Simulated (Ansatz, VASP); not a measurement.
# AsPt: VASP beside Ansatz

File INCAR:

```
ALGO     = Normal         # electronic algorithm
EDIFF    = 1E-7           # SCF threshold, eV
ENCUT    = 520            # plane-wave cutoff, eV
GGA      = PE             # functional
ISIF     = 2              # what is computed and relaxed
ISMEAR   = 0              # smearing method
LASPH    = T              # aspherical terms in the spheres
LCHARG   = F              # write CHGCAR
LREAL    = F              # projectors in reciprocal space
LWAVE    = F              # write WAVECAR
NBANDS   = 14             # bands
NELM     = 80             # most SCF steps
PREC     = Accurate       # precision mode
SIGMA    = 0.05           # smearing width, eV
```

The input KPOINTS:

```
k-points
0
Gamma
  12 12 12
```

File POSCAR:

```
AsPt
1.0
    0.0000000000      2.8315763146      2.8315763146
    2.8315763146      0.0000000000      2.8315763146
    2.8315763146      2.8315763146      0.0000000000
Pt As
1 1
Direct
    0.0000000000      0.0000000000      0.0000000000
    0.2500000000      0.2500000000      0.2500000000
```

Input for Ansatz:

```yaml
crystal:
  lattice:
    - [0.0, 2.8315763146, 2.8315763146]
    - [2.8315763146, 0.0, 2.8315763146]
    - [2.8315763146, 2.8315763146, 0.0]
  atoms:
    - { symbol: Pt, position: [0.0, 0.0, 0.0] }
    - { symbol: As, position: [0.25, 0.25, 0.25] }
basis:
  ecutwfc: 420
  ecutrho_ratio: 4
kpoints:
  mp_grid: { grid: [12, 12, 12] }
hamiltonian:
  xc: pbe
scf:
  occupations: { method: gaussian, width: 0.05 }
output:
  forces: true
  stress: true
  eigenvalues: true
```

Alike in both runs: task single point; functional PBE; k mesh 12 × 12 × 12; occupations gaussian, width 0.05 eV; no spin polarisation.

```csv
,VASP,Ansatz
version,VASP 6.6.1,Ansatz 0.2.0
potentials or method,"VASP PAW PBE potentials, release 64 (Pt, As), cutoff 520 eV","scalar-relativistic, plane waves, PAW"
valence electrons in the cell,15,33
```

|  | VASP | Ansatz | Ansatz less VASP |
| --- | --- | --- | --- |
| gap on the k mesh at the Fermi level (eV) | none | none | - |
| pressure (GPa) | -2.1 | -2.1 | -0.01 |

A gap of «none» marks a metal or a gap that the smearing closes. With one functional, cell and mesh, what is left measures potentials, basis and numerics. VASP's potentials hold 15 valence electrons a cell and Ansatz's 33, so a difference there can come from the potentials and not from the codes.

Neither program's run includes spin-orbit coupling.
